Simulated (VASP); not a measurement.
The system is B.

```xyz
3
Lattice="2.7912 0.0000 0.0000 -1.3956 2.4173 0.0000 0.0000 0.0000 3.1668" Properties=species:S:1:pos:R:3 pbc="T T T"
B     0.6291    0.0000    1.0556
B    -0.3146    0.5449    2.1112
B     1.0811    1.8724    0.0000
```

* Program: VASP 6.6.1
* Task: relaxation of cell and atoms
* Functional: PBEsol
* Potentials or basis: VASP PAW PBE potentials, release 64 (B_h)
* Cutoff: 1230 eV
* k mesh: 9 × 9 × 6
* Occupations: gaussian, width 0.1 eV
* Spin: no spin polarisation

At the start: pressure 33.7 GPa; volume 7.12 Å³/atom.

Q: Where does the relaxation end?

A: Over 15 steps the energy falls by 552.2 meV/atom and the volume is 6.61 Å³/atom (-7.2 %); space group P3_121 (No. 152, to 0.1 Å) before, R-3m (No. 166, to 0.1 Å).

Step by step:
```tsv
step	energy change (eV)	largest force (eV/Å)	pressure (GPa)	volume (Å³)
1	0.0000	4.8177	33.68	21.37
2	-0.6880	0.2667	-39.33	26.21
3	-1.1145	0.4905	-20.95	23.85
4	-1.5251	0.5178	-9.05	21.30
5	-1.5980	0.4501	0.92	20.08
6	-1.5989	0.4328	2.76	19.89
7	-1.6247	0.1617	0.89	19.89
8	-1.6329	0.1003	0.03	19.88
9	-1.6404	0.0008	-0.63	19.88
10	-1.6411	0.0002	-0.60	19.87
11	-1.6556	0.0236	0.81	19.76
12	-1.6561	0.0238	1.05	19.75
13	-1.6562	0.0235	1.11	19.74
14	-1.6561	0.0141	-1.20	19.93
15	-1.6565	0.0189	0.01	19.83
```

Final structure:
```
B
1.0
     2.61727    0.00000    0.00000
    -1.30863    2.26662    0.00000
     0.00000    0.00000    3.34327
B
3
Cartesian
  0.8810 0.0000 1.1144
  2.1768 0.7630 2.2288
  0.8681 1.5036 0.0000
```

Caveat: the PAW data sets were made with another functional, which shifts forces and pressure a little; an odd number of electrons without spin polarisation forces a metal; a magnetic or distorted state may lie lower.
